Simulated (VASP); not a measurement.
# Si (Fd-3m) in VASP: further runs, part 2 of 2

VASP 6.6.1. The steps go on from the part before.

## (3) Relaxation of cell and atoms, r2SCAN, target pressure 2 GPa, at which the enthalpy is minimised

Contents of POSCAR:

```
Si
1.0
    2.7220733657      2.7220733657      0.0000000000
   -2.7220733657      2.7220733657      0.0000000000
    0.0000000000      2.7220733657      2.7220733657
Si
2
Direct
    0.2500000000      0.7500000000      0.5000000000
    0.0000000000      0.0000000000      0.0000000000
```

Contents of INCAR.step1:

```
PREC     = Accurate       # precision mode
ENCUT    = 600            # plane-wave cutoff, eV
ISMEAR   = 0              # smearing method
SIGMA    = 0.01           # smearing width, eV
LREAL    = False          # projectors in reciprocal space
LASPH    = True           # aspherical terms in the spheres
NELM     = 80             # most SCF steps
GGA      = PE             # functional
ALGO     = Normal         # electronic algorithm
EDIFF    = 1E-4           # SCF threshold, eV
LWAVE    = True           # write WAVECAR
LCHARG   = False          # write CHGCAR
```

Contents of INCAR.step2:

```
PREC     = Accurate       # precision mode
ENCUT    = 600            # plane-wave cutoff, eV
EDIFF    = 1E-6           # SCF threshold, eV
ISMEAR   = 0              # smearing method
SIGMA    = 0.01           # smearing width, eV
LREAL    = False          # projectors in reciprocal space
LASPH    = True           # aspherical terms in the spheres
NELM     = 80             # most SCF steps
ALGO     = Normal         # electronic algorithm
ISIF     = 3              # what is computed and relaxed
LWAVE    = False          # write WAVECAR
LCHARG   = False          # write CHGCAR
METAGGA  = R2SCAN         # meta-GGA
LMIXTAU  = True         
IBRION   = 2              # ionic algorithm
NSW      = 100            # ionic steps
EDIFFG   = -0.002         # ionic threshold
PSTRESS  = 20.0         
ISTART   = 1
```

Contents of KPOINTS:

```
regular mesh
0
Gamma
  8 8 8
```

Potentials or basis: VASP PAW PBE potentials, release 64 (Si).

The run is started by

```bash
$ cat potpaw_PBE.64/Si/POTCAR > POTCAR
$ cp INCAR.step1 INCAR
$ mpirun -np 1 vasp_std > vasp.out
$ cp INCAR.step2 INCAR
$ mpirun -np 1 vasp_std > vasp.out
```

OUTCAR:

```text
PREC = Accurate
   ENCUT = 600
   EDIFF = 1E-6
   ISMEAR = 0
   LREAL = False
   LASPH = True
   NELM = 80
   ISIF = 3
   METAGGA = R2SCAN
   IBRION = 2
   NSW = 100
   EDIFFG = -0.002
   PSTRESS = 20.0
   ISTART = 1

 ion  position               nearest neighbor table
   1  0.250  0.750  0.500-   2 2.36   2 2.36   2 2.36   2 2.36
   2  0.000  0.000  0.000-   1 2.36   1 2.36   1 2.36   1 2.36

  LATTYP: Found a face centered cubic cell.
 ALAT       =     5.4441467314

  Lattice vectors:

 A1 = (   0.0000000000,   2.7220733657,   2.7220733657)
 A2 = (   2.7220733657,   0.0000000000,   2.7220733657)
 A3 = (   2.7220733657,   2.7220733657,   0.0000000000)

Analysis of symmetry for initial positions (statically):
=====================================================================
 Subroutine PRICEL returns:
 Original cell was already a primitive cell.

 Routine SETGRP: Setting up the symmetry group for a
 face centered cubic supercell.

 Subroutine GETGRP returns: Found 48 space group operations
 (whereof 24 operations were pure point group operations)
 out of a pool of 48 trial point group operations.

The static configuration has the point symmetry T_d .
[... 170 lines left out ...]
  --------------------------------------------------------------------------------------
  -------------------------------------------------------------------------------------
  Total       -0.0569362     -0.0569362     -0.0569362     -0.0000000      0.0000000     -0.0000000
  in kB       -2.2613584     -2.2613584     -2.2613584     -0.0000000      0.0000000     -0.0000000
  external PRESSURE =     -22.2613584 kB  Pullay stress =      20.0000000 kB
[... 63 lines left out ...]
--------------------------------------- Ionic step        3  -------------------------------------------

 number of electron       8.0000000 magnetization

 Free energy of the ion-electron system (eV)
  ---------------------------------------------------
  ext. energy  EPLUGINS =         0.00000000
  ---------------------------------------------------
  free energy    TOTEN  =       -17.54209988 eV

  energy without entropy =      -17.54209988  energy(sigma->0) =      -17.54209988

 E-fermi :   5.9707     XC(G=0):  -9.9128

 val. band max:        5.8885127096   @ k =   0.0000   0.0000   0.0000
 cond. band min:       6.6795222960   @ k =  -0.3750   0.3750   0.0000
 fundamental gap:      0.7910095864
 Fermi energy:         5.9707198963

 k-point     1 :       0.0000    0.0000    0.0000
  band No.  band energies     occupation
      1      -6.7424      2.00000
      2       5.8885      2.00000
      3       5.8885      2.00000
      4       5.8885      2.00000
      5       8.6533      0.00000
      6       8.6533      0.00000
      7       8.6533      0.00000
      8      10.0596      0.00000
[... 243 lines left out ...]
 k-point    24 :       0.5000    0.2500    0.1250
  band No.  band energies     occupation
      1      -3.6761      2.00000
      2      -1.2422      2.00000
      3       2.2572      2.00000
      4       3.5849      2.00000
      5       9.2863      0.00000
      6       9.3145      0.00000
      7      12.2760      0.00000
      8      13.5426      0.00000

 [... further k-points ...]
[... 5 lines left out ...]
  --------------------------------------------------------------------------------------
  -------------------------------------------------------------------------------------
  Total        0.4924355      0.4924355      0.4924355     -0.0000000     -0.0000000      0.0000000
  in kB       19.9933275     19.9933275     19.9933275     -0.0000000     -0.0000000      0.0000000
  external PRESSURE =      -0.0066725 kB  Pullay stress =      20.0000000 kB
[... 21 lines left out ...]
  energy  without entropy=      -17.5420998769  energy(sigma->0) =      -17.54209988

  enthalpy is  TOTEN    =       -17.0494999973 eV   P V=        0.4925998796

 reached required accuracy - stopping structural energy minimisation
```

OUTCAR.step1:

```text
PREC = Accurate
   ENCUT = 600
   ISMEAR = 0
   LREAL = False
   LASPH = True
[... 487 lines left out ...]
     -1.36104      4.08311      1.36104        -0.000000      0.000000      0.000000
      0.00000      0.00000      0.00000         0.000000     -0.000000     -0.000000
 -----------------------------------------------------------------------------------
    total drift:                                0.000000      0.000000      0.000000

  FREE ENERGIE OF THE ION-ELECTRON SYSTEM (eV)
  ---------------------------------------------------
  free  energy   TOTEN  =       -10.8440929307 eV

  energy  without entropy=      -10.8440929307  energy(sigma->0) =      -10.84409293
```

It used 61 s of CPU time on 1 thread of Intel Xeon 6975P-C (shared host).

Results:

* Free energy: -17.5421 eV
* Relaxed volume: 19.73 Å³/atom
* Relaxed cell: a = 3.821 Å, b = 3.821 Å, c = 3.821 Å, α = 60.00°, β = 60.00°, γ = 90.00°
* Space group after relaxing (to 0.05 Å): Fd-3m (No. 227)
* Energy change on relaxing (the enthalpy is what falls): +2.4 meV/atom
* Ionic steps: 3
* Pressure after relaxing: 2.0 GPa
* Band gap on the k mesh: 0.79 eV, indirect (least direct gap 2.76 eV)

The path:
```csv
step,energy change (eV),largest force (eV/Å),pressure (GPa),volume (Å³)
1,0.0000,0.0000,-0.23,40.34
2,0.0186,0.0000,4.07,38.73
3,0.0047,0.0000,2.00,39.46
```

Final structure:
```yaml
crystal:
  lattice:
    - [2.70218, 2.70218, 0.00000]
    - [-2.70218, 2.70218, 0.00000]
    - [0.00000, 2.70218, 2.70218]
  atoms:
    - { symbol: Si, position: [0.25000, 0.75000, 0.50000] }
    - { symbol: Si, position: [0.00000, 0.00000, 0.00000] }
```

Levels at points of the mesh, in eV from the valence-band top:
| k point | band 1 | band 2 | band 3 | band 4 | band 5 | band 6 | band 7 | band 8 |
| --- | --- | --- | --- | --- | --- | --- | --- | --- |
| (0.00, 0.00, 0.00) | -12.63 | 0.00 | 0.00 | 0.00 | 2.76 | 2.76 | 2.76 | 4.17 |
| (0.50, 0.00, 0.00) | -10.14 | -7.34 | -1.29 | -1.29 | 1.94 | 3.58 | 3.58 | 8.37 |
| (0.50, 0.50, 0.00) | -8.21 | -8.21 | -3.05 | -3.05 | 0.89 | 0.89 | 11.02 | 11.02 |

Caveat: the cell is relaxed towards a set pressure, so the enthalpy falls and the energy may rise; the PAW data sets were made with another functional, which shifts forces and pressure a little.
